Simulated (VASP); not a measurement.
# Ta3TiN4 (Pm-3m) in VASP: notebook, part 2 of 2

VASP 6.6.1. The steps go on from the part before.

## Step 4: Relaxation of cell and atoms, PBE

This run uses another cell than the first one, of 10.53 Å³/atom.

File INCAR:

```
SYSTEM = Ta3TiN4
ALGO = Normal
EDIFF = 1E-6
EDIFFG = -0.01
ENCUT = 600
GGA = PE
IBRION = 2
ISIF = 3
ISMEAR = 0
LASPH = .TRUE.
LCHARG = .FALSE.
LREAL = .FALSE.
LWAVE = .FALSE.
NELM = 80
NSW = 100
PREC = Accurate
SIGMA = 0.1
```

File KPOINTS:

```
k-points
0
G
  8 8 8
  0 0 0
```

File POSCAR:

```
Ta3TiN4
1.0
    4.3832933791      0.0000000000      0.0000000000
    0.0000000000      4.3832933791      0.0000000000
    0.0000000000      0.0000000000      4.3832933791
Ti Ta N
1 3 4
Direct
    0.0000000000      0.0000000000      0.0000000000
    0.0000000000      0.5000000000      0.5000000000
    0.5000000000      0.5000000000      0.0000000000
    0.5000000000      0.0000000000      0.5000000000
    0.5000000000      0.0000000000      0.0000000000
    0.0000000000      0.0000000000      0.5000000000
    0.5000000000      0.5000000000      0.5000000000
    0.0000000000      0.5000000000      0.0000000000
```

Potentials or basis: VASP PAW PBE potentials, release 64 (Ti_sv, Ta_pv, N).

Launch:

```bash
cat potpaw_PBE.64/Ti_sv/POTCAR potpaw_PBE.64/Ta_pv/POTCAR potpaw_PBE.64/N/POTCAR > POTCAR
mpirun -np 1 vasp_std > vasp.out
```

OUTCAR:

```text
SYSTEM = Ta3TiN4
   EDIFF = 1E-6
   EDIFFG = -0.01
   ENCUT = 600
   GGA = PE
   IBRION = 2
   ISIF = 3
   ISMEAR = 0
   LASPH = .TRUE.
   LREAL = .FALSE.
   NELM = 80
   NSW = 100
   PREC = Accurate

 ion  position               nearest neighbor table
   1  0.000  0.000  0.000-   5 2.19   6 2.19   8 2.19   6 2.19   8 2.19   5 2.19   2 3.10   4 3.10
                             2 3.10   2 3.10   3 3.10   3 3.10   2 3.10   3 3.10   4 3.10   4 3.10
   2  0.000  0.500  0.500-   6 2.19   7 2.19   8 2.19   8 2.19   6 2.19   7 2.19   1 3.10   3 3.10
                             1 3.10   1 3.10   4 3.10   3 3.10   1 3.10   3 3.10   4 3.10   4 3.10
   3  0.500  0.500  0.000-   5 2.19   7 2.19   8 2.19   7 2.19   5 2.19   8 2.19   2 3.10   4 3.10
                             1 3.10   1 3.10   4 3.10   2 3.10   4 3.10   1 3.10   2 3.10   4 3.10
   4  0.500  0.000  0.500-   5 2.19   6 2.19   7 2.19   5 2.19   7 2.19   6 2.19   1 3.10   3 3.10
                             1 3.10   2 3.10   3 3.10   2 3.10   3 3.10   1 3.10   2 3.10   3 3.10
   5  0.500  0.000  0.000-   1 2.19   3 2.19   4 2.19   4 2.19   3 2.19   1 2.19
   6  0.000  0.000  0.500-   1 2.19   2 2.19   4 2.19   1 2.19   2 2.19   4 2.19
   7  0.500  0.500  0.500-   2 2.19   3 2.19   4 2.19   3 2.19   4 2.19   2 2.19
   8  0.000  0.500  0.000-   1 2.19   2 2.19   3 2.19   2 2.19   1 2.19   3 2.19

  LATTYP: Found a simple cubic cell.
 ALAT       =     4.3832933791

  Lattice vectors:

 A1 = (   4.3832933791,   0.0000000000,   0.0000000000)
 A2 = (   0.0000000000,   4.3832933791,   0.0000000000)
 A3 = (   0.0000000000,   0.0000000000,   4.3832933791)

Analysis of symmetry for initial positions (statically):
=====================================================================
 Subroutine PRICEL returns:
 Original cell was already a primitive cell.

 Routine SETGRP: Setting up the symmetry group for a
 simple cubic supercell.

 Subroutine GETGRP returns: Found 48 space group operations
 (whereof 48 operations were pure point group operations)
 out of a pool of 48 trial point group operations.

The static configuration has the point symmetry O_h .

Analysis of symmetry for dynamics (positions and initial velocities):
=====================================================================
 Subroutine PRICEL returns:
 Original cell was already a primitive cell.

 Routine SETGRP: Setting up the symmetry group for a
 simple cubic supercell.

 Subroutine GETGRP returns: Found 48 space group operations
 (whereof 48 operations were pure point group operations)
 out of a pool of 48 trial point group operations.

The dynamic configuration has the point symmetry O_h .

 Subroutine INISYM returns: Found 48 space group operations
 (whereof 48 operations are pure point group operations),
 and found     1 'primitive' translations

----------------------------------------------------------------------------------------

                                     Primitive cell

  volume of cell :      84.2174

  direct lattice vectors                    reciprocal lattice vectors
     4.383293379  0.000000000  0.000000000     0.228138962  0.000000000  0.000000000
     0.000000000  4.383293379  0.000000000     0.000000000  0.228138962  0.000000000
     0.000000000  0.000000000  4.383293379     0.000000000  0.000000000  0.228138962

  length of vectors
[... 77 lines left out ...]
   number of dos      NEDOS =    301   number of ions     NIONS =      8
   total plane-waves  NPLWV =  46656
   dimension x,y,z NGX =    36 NGY =   36 NGZ =   36
   dimension x,y,z NGXF=    72 NGYF=   72 NGZF=   72
   ions per type =               1   3   4
   NGX,Y,Z   is equivalent  to a cutoff of  13.65, 13.65, 13.65 a.u.
   NGXF,Y,Z  is equivalent  to a cutoff of  27.31, 27.31, 27.31 a.u.
 SYSTEM =  Ta3TiN4
   PREC   = accura    normal or accurate (medium, high low for compatibility)
   ISTART =      0    job   : 0-new  1-cont  2-samecut
   ICHARG =      2    charge: 1-file 2-atom 10-const
   ISPIN  =      1    spin polarized calculation?
   LNONCOLLINEAR =      F non collinear calculations
   LSORBIT =      F    spin-orbit coupling
   LASPH  =      T    aspherical Exc in radial PAW
   ENCUT  =  600.0 eV  44.10 Ry    6.64 a.u.   8.75  8.75  8.75*2*pi/ulx,y,z
   NELM   =     80;   NELMIN=  2; NELMDL= -5     # of ELM steps
   EDIFF  = 0.1E-05   stopping-criterion for ELM
   LREAL  =      F    real-space projection
   EDIFFG = -.1E-01   stopping-criterion for IOM
   NSW    =    100    number of steps for IOM
   IBRION =      2    ionic relax: 0-MD 1-quasi-New 2-CG
   NFREE  =      1    steps in history (QN), initial steepest desc. (CG)
   ISIF   =      3    stress and relaxation
   ISYM   =      2    0-nonsym 1-usesym 2-fastsym
   POTIM  = 0.5000    time-step for ionic-motion
   TEBEG  =    0.0;   TEEND  =   0.0 temperature during run
   PSTRESS=    0.0 pullay stress
   NELECT =      65.0000    total number of electrons
   NUPDOWN=      -1.0000    fix difference up-down
   EMIN   =  10.00;   EMAX   =-10.00  energy-range for DOS
   EFERMI =   0.00;   METHOD = LEGACY
   ISMEAR =     0;   SIGMA  =   0.10  broadening in eV -4-tet -1-fermi 0-gaus
   EFERMI_NEDOS =   21; number of points for ismear=-14 and -15
   IALGO  =     38    algorithm
   IMIX   =      4    mixing-type and parameters
     AMIX     =   0.40;   BMIX     =  1.00
     AMIX_MAG =   1.60;   BMIX_MAG =  1.00
  volume/ion in A,a.u.               =      10.53        71.04
  Fermi-wavevector in a.u.,A,eV,Ry     =   1.501685  2.837773 30.681911  2.255057
  Thomas-Fermi vector in A             =   2.613023
   LORBIT       =      0    0 simple, 1 ext, 2 COOP (PROOUT), +10 PAW based schemes
   GGA     = PE    functional components
   LHFCALC =     F    Hartree Fock is set to
   AEXX    =    0.0000 exact exchange contribution
   IVDW    =     0    specifies the selected vdW correction
   LEPSILON=     F    determine dielectric tensor
   LRPA    =     F    only Hartree local field effects (RPA)
 conjugate gradient relaxation of ions
 non-spin polarized calculation
 Gauss-broadening in eV      SIGMA  =   0.10
  energy-cutoff  :      600.00
  volume of cell :       84.22
 maximum number of plane-waves:      2841
 NGX is ok and might be reduce to    36
   NGX = 17   NGY = 17   NGZ = 17

 number of electron      65.0000011 magnetization

 Free energy of the ion-electron system (eV)
  ---------------------------------------------------
  ext. energy  EPLUGINS =         0.00000000
  ---------------------------------------------------
  free energy    TOTEN  =       -85.39299465 eV

  energy without entropy =      -85.37461346  energy(sigma->0) =      -85.38380406

 E-fermi :   9.9432     XC(G=0): -13.2465

 val. band max:        9.9271820037   @ k =   0.5000   0.0000   0.0000
 cond. band min:       9.9459295709   @ k =   0.5000   0.3750   0.2500
 fundamental gap:      0.0187475672
 Fermi energy:         9.9432146160

 k-point     1 :       0.0000    0.0000    0.0000
  band No.  band energies     occupation
      1     -47.9955      2.00000
      2     -26.5408      2.00000
      3     -26.5408      2.00000
      4     -26.5408      2.00000
      5     -26.1790      2.00000
      6     -26.1790      2.00000
[... 997 lines left out ...]
     38      11.5829      0.00000
     39      11.6547      0.00000

 [... further k-points ...]

------------------------ aborting loop because EDIFF is reached ----------------------------------------

  FORCE on cell =-STRESS in cart. coord.  units (eV):
  Direction    XX          YY          ZZ          XY          YZ          ZX
  --------------------------------------------------------------------------------------
  -------------------------------------------------------------------------------------
  Total       -0.0566772     -0.0566772     -0.0566772      0.0000000     -0.0000000      0.0000000
  in kB       -1.0782451     -1.0782451     -1.0782451      0.0000000     -0.0000000      0.0000000
  external PRESSURE =      -1.0782451 kB  Pullay stress =       0.0000000 kB

 VOLUME and BASIS-vectors are now :
 -----------------------------------------------------------------------------
  energy-cutoff  :      600.00
  volume of cell :       84.22
      direct lattice vectors                 reciprocal lattice vectors
     4.383293379  0.000000000  0.000000000     0.228138962  0.000000000  0.000000000
     0.000000000  4.383293379  0.000000000     0.000000000  0.228138962  0.000000000
     0.000000000  0.000000000  4.383293379     0.000000000  0.000000000  0.228138962

 POSITION                                       TOTAL-FORCE (eV/Angst)
 -----------------------------------------------------------------------------------
      0.00000      0.00000      0.00000         0.000000      0.000000      0.000000
      0.00000      2.19165      2.19165         0.000000      0.000000      0.000000
      2.19165      2.19165      0.00000         0.000000      0.000000      0.000000
      2.19165      0.00000      2.19165         0.000000      0.000000      0.000000
      2.19165      0.00000      0.00000         0.000000      0.000000      0.000000
      0.00000      0.00000      2.19165         0.000000      0.000000      0.000000
      2.19165      2.19165      2.19165         0.000000      0.000000      0.000000
      0.00000      2.19165      0.00000         0.000000      0.000000      0.000000
 -----------------------------------------------------------------------------------
    total drift:                                0.000000      0.000000      0.000000

  FREE ENERGIE OF THE ION-ELECTRON SYSTEM (eV)
  ---------------------------------------------------
  free  energy   TOTEN  =       -85.3929946543 eV

  energy  without entropy=      -85.3746134646  energy(sigma->0) =      -85.38380406

 reached required accuracy - stopping structural energy minimisation
```

Wall time 4.4 min (1 thread of Intel Xeon 8259CL, shared host); peak memory 0.29 GiB.

What came out:

- Free energy: -85.3930 eV
- Pressure after relaxing: -0.1 GPa
- Band gap on the k mesh: zero (an odd number of electrons rules out a gap without spin polarisation)

Final structure:
```xyz
8
Lattice="4.3833 0.0000 0.0000 0.0000 4.3833 0.0000 0.0000 0.0000 4.3833" Properties=species:S:1:pos:R:3 pbc="T T T"
Ti    0.0000    0.0000    0.0000
Ta    0.0000    2.1916    2.1916
Ta    2.1916    2.1916    0.0000
Ta    2.1916    0.0000    2.1916
N     2.1916    0.0000    0.0000
N     0.0000    0.0000    2.1916
N     2.1916    2.1916    2.1916
N     0.0000    2.1916    0.0000
```

Caveat: the relaxation stopped at its first step, so nothing moved; spin-orbit coupling is left out, which moves the levels of the heavy elements; an odd number of electrons without spin polarisation forces a metal; a magnetic or distorted state may lie lower.

## Step 5: Overview

```csv
task,spin,cell,k mesh,cutoff (eV),gap on the mesh (eV),pressure (GPa)
single point,off,"a = 4.380 Å, 8 atoms",8 × 8 × 8,520,none,0.7
single point,collinear,"a = 4.728 Å, 8 atoms",4 × 4 × 4,520,none,-43.4
relaxation of cell and atoms,off,"relaxed from a = 4.383 Å, 8 atoms",8 × 8 × 8,600,none,-0.1
```

Alike in all rows: level PBE; potentials or basis VASP PAW PBE potentials, release 64 (Ti_sv, Ta_pv, N); smearing gaussian 0.1 eV.

Caveats: spin-orbit coupling is left out, which moves the levels of the heavy elements; an odd number of electrons without spin polarisation forces a metal (at least some runs); a magnetic or distorted state may lie lower (at least some runs); the cell stands under tension (at least some runs); the relaxation stopped at its first step, so nothing moved (at least some runs).

Total energies depend on the potentials used, so only differences within one code and one set of settings carry meaning.

The gap in the log of VASP goes by the Fermi energy; the results here count the filled bands.